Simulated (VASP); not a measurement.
Input of a VASP 6.6.1 run:

File INCAR:

```
  PREC = Accurate
  ENCUT = 520
  EDIFF = 1E-6
  ISMEAR = 0
  SIGMA = 0.1
  LREAL = False
  LASPH = True
  NELM = 150
  ALGO = Fast
  ISIF = 2
  LWAVE = False
  LCHARG = False
  ISPIN = 2
  MAGMOM = 1 1 1 1 0
  LORBIT = 11
  LMAXMIX = 4
  GGA = PE
  NBANDS = 42
```

File KPOINTS:

```
regular mesh
0
Gamma
  6 6 6
```

The input POSCAR:

```
TaTi4
1.0
   -3.6454547742      3.6454547742      1.6452965083
    3.6454547742     -3.6454547742      1.6452965083
    3.6454547742      3.6454547742     -1.6452965083
Ti Ta
4 1
Direct
    0.2048630905      0.5994291357      0.8042922262
    0.5994291357      0.7951369095      0.3945660452
    0.7951369095      0.4005708643      0.1957077738
    0.4005708643      0.2048630905      0.6054339548
    0.0000000000      0.0000000000      0.0000000000
```

Potentials or basis: VASP PAW PBE potentials, release 64 (Ti_sv, Ta_pv).

Run with:

```bash
$ cat potpaw_PBE.64/Ti_sv/POTCAR potpaw_PBE.64/Ta_pv/POTCAR > POTCAR
$ mpirun -np 1 vasp_std > vasp.out
```

Problem. Predict the largest force.

Solution. 0.011 eV/Å.

Problem. Predict the net moment.

Solution. 0.00 μB per cell.

Problem. Predict the pressure.

Solution. -0.7 GPa.

Forces in eV/Å, atoms in the order of the input:
```
Ti   0.005  0.010  0.000
Ti  -0.010  0.005  0.000
Ti  -0.005 -0.010  0.000
Ti   0.010 -0.005  0.000
Ta   0.000  0.000  0.000
```
